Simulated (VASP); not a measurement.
Here is a VASP 6.6.1 calculation.

INCAR

```
PREC = Accurate ; ENCUT = 520
EDIFF = 1E-6 ; ISMEAR = 0
SIGMA = 0.05 ; LREAL = Auto
LASPH = T ; NELM = 80
ALGO = Fast ; ISIF = 2
LWAVE = F ; LCHARG = F
LDIPOL = T ; IDIPOL = 3
DIPOL = 0.5 0.5 0.499 ; GGA = PS
NBANDS = 141
```

File KPOINTS:

```
regular mesh
0
Gamma
  6 5 1
```

POSCAR

```
TiO2
1.0
    4.5912476253      0.0000000000      0.0000000000
    0.0000000000      5.4513521720      0.0000000000
    0.0000000000      0.0000000000     26.6228514609
Ti O
10 20
Direct
    0.0000000000      0.7093375562      0.2817128740
    0.5000000000      0.2093375562      0.2817128740
    0.0000000000      0.4186751125      0.3746888205
    0.5000000000      0.9186751125      0.3746888205
    0.0000000000      0.1280126687      0.4676647669
    0.5000000000      0.6280126687      0.4676647669
    0.0000000000      0.8373502250      0.5606407134
    0.5000000000      0.3373502250      0.5606407134
    0.0000000000      0.5466877812      0.6536166598
    0.5000000000      0.0466877812      0.6536166598
    0.6955612567      0.9252873904      0.3100183543
    0.8044387433      0.4252873904      0.3100183543
    0.1955612567      0.7027252783      0.3463833402
    0.3044387433      0.2027252783      0.3463833402
    0.6955612567      0.6346249467      0.4029943008
    0.8044387433      0.1346249467      0.4029943008
    0.1955612567      0.4120628345      0.4393592866
    0.3044387433      0.9120628345      0.4393592866
    0.6955612567      0.3439625029      0.4959702472
    0.8044387433      0.8439625029      0.4959702472
    0.1955612567      0.1214003908      0.5323352331
    0.3044387433      0.6214003908      0.5323352331
    0.6955612567      0.0533000592      0.5889461937
    0.8044387433      0.5533000592      0.5889461937
    0.1955612567      0.8307379470      0.6253111795
    0.3044387433      0.3307379470      0.6253111795
    0.6955612567      0.7626376154      0.6819221401
    0.8044387433      0.2626376154      0.6819221401
    0.1955612567      0.5400755033      0.7182871260
    0.3044387433      0.0400755033      0.7182871260
```

Potentials or basis: VASP PAW PBE potentials, release 64 (Ti_sv, O).

The run is started by

```sh
$ cat potpaw_PBE.64/Ti_sv/POTCAR potpaw_PBE.64/O/POTCAR > POTCAR
$ mpirun -np 1 vasp_std > vasp.out
```

Task: Predict the largest force.

Result: 3.585 eV/Å.

Task: Estimate the band gap on the k mesh.

Result: Zero (bands 120 and 121 overlap by 0.12 eV).

Forces on the atoms (eV/Å):
```
Ti  -1.090  0.213  2.742
Ti   1.090  0.213  2.742
Ti  -0.234 -0.040  2.222
Ti   0.234 -0.040  2.222
Ti  -0.157 -0.157  1.937
Ti   0.157 -0.157  1.937
Ti  -0.240 -0.161  1.855
Ti   0.240 -0.161  1.855
Ti  -0.295 -0.562  3.529
Ti   0.295 -0.562  3.529
O    0.764 -0.176 -1.974
O   -0.764 -0.176 -1.974
O   -0.243  0.004 -1.987
O    0.243  0.004 -1.987
O    0.296  0.020 -1.071
O   -0.296  0.020 -1.071
O   -0.224  0.084 -0.985
O    0.224  0.084 -0.985
O    0.280  0.062 -0.974
O   -0.280  0.062 -0.974
O   -0.216  0.128 -0.949
O    0.216  0.128 -0.949
O    0.461  0.030 -1.257
O   -0.461  0.030 -1.257
O   -0.223  0.247 -1.075
O    0.223  0.247 -1.075
O    0.106  0.069 -1.115
O   -0.106  0.069 -1.115
O   -0.112  0.240 -0.899
O    0.112  0.240 -0.899
```

Caveat: the PAW data sets were made with another functional, which shifts forces and pressure a little.
